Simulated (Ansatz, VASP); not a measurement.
**Two plane-wave programs on SrCl2**

The input POSCAR:

```
SrCl2
1.0
    0.0000000000      3.5423570000      3.5423570000
    3.5423570000      0.0000000000      3.5423570000
    3.5423570000      3.5423570000      0.0000000000
Sr Cl
1 2
Direct
    0.0000000000      0.0000000000      0.0000000000
    0.2500000000      0.2500000000      0.2500000000
    0.7500000000      0.7500000000      0.7500000000
```

Contents of INCAR.step1:

```
SYSTEM = SrCl2
  PREC = Accurate
  ENCUT = 520
  ISMEAR = 1
  SIGMA = 0.0443
  LREAL = .False.
  LASPH = .True.
  NELM = 80
  NBANDS = 19
  GGA = PE
  ALGO = Normal
  EDIFF = 1E-4
  LWAVE = .True.
  LCHARG = .False.
```

File INCAR.step2:

```
SYSTEM = SrCl2
  PREC = Accurate
  ENCUT = 520
  EDIFF = 1E-6
  ISMEAR = 1
  SIGMA = 0.0443
  LREAL = .False.
  LASPH = .True.
  NELM = 80
  ALGO = Normal
  ISIF = 2
  LWAVE = .False.
  LCHARG = .True.
  METAGGA = R2SCAN
  LMIXTAU = .True.
  LELF = .True.
  LVHAR = .True.
  NBANDS = 19
  ISTART = 1
```

KPOINTS

```
regular mesh
0
Gamma
  6 6 6
  0 0 0
```

Input for Ansatz:

```yaml
crystal:
  lattice:
    - [0.0, 3.542357, 3.542357]
    - [3.542357, 0.0, 3.542357]
    - [3.542357, 3.542357, 0.0]
  atoms:
    - { symbol: Sr, position: [0.0, 0.0, 0.0] }
    - { symbol: Cl, position: [0.25, 0.25, 0.25] }
    - { symbol: Cl, position: [0.75, 0.75, 0.75] }
  symmetry: { tolerance: 0.0003 }
kpoints:
  mp_grid: { grid: [6, 6, 6], shift: [0, 0, 0] }
  band_path:
    path:
      - [0.0, 0.0, 0.0]
      - [0.5, 0.0, 0.5]
      - [0.625, 0.25, 0.625]
      - [0.375, 0.375, 0.75]
      - [0.0, 0.0, 0.0]
      - [0.5, 0.5, 0.5]
      - [0.5, 0.25, 0.75]
      - [0.5, 0.0, 0.5]
    npoints: 8
magnetization:
  spin_polarized: false
scf:
  occupations: { method: cold, width: 0.0443 }
  lower_state_search: "off"
  max_iter: 200
hamiltonian:
  pseudopotentials: { kind: paw }
  xc: r2scan
basis:
  ecutwfc: 500
  fft_grid_basis: typed
output:
  forces: true
  stress: true
  eigenvalues: true
  bader: true
  populations: true
  elf: true
  write_potential: true
  volumetric_format: npy
  dos:
    e_range: [-12, 8]
    de: 0.05
    projected: { site_lists: { Cl: [Cl], Sr: [Sr] } }
checkpoint:
  read: saved_state
```

Alike in both runs: task single point; functional r2SCAN; k mesh 6 × 6 × 6; no spin polarisation.

|  | VASP | Ansatz |
| --- | --- | --- |
| version | VASP 6.6.1 | Ansatz 0.2.0 |
| potentials or method | VASP PAW PBE potentials, release 64 (Sr_sv, Cl), cutoff 520 eV | PAW plane waves |
| occupations | methfessel-paxton of order 1, width 0.0443 eV | cold, width 0.0443 eV |
| valence electrons in the cell | 24 | 24 |

```csv
,VASP,Ansatz,Ansatz less VASP
gap on the k mesh at the Fermi level (eV),5.80,5.79,-0.001
pressure (GPa),-1.3,-1.3,-0.03
```

VASP's potentials were made for PBE, not for r2SCAN.
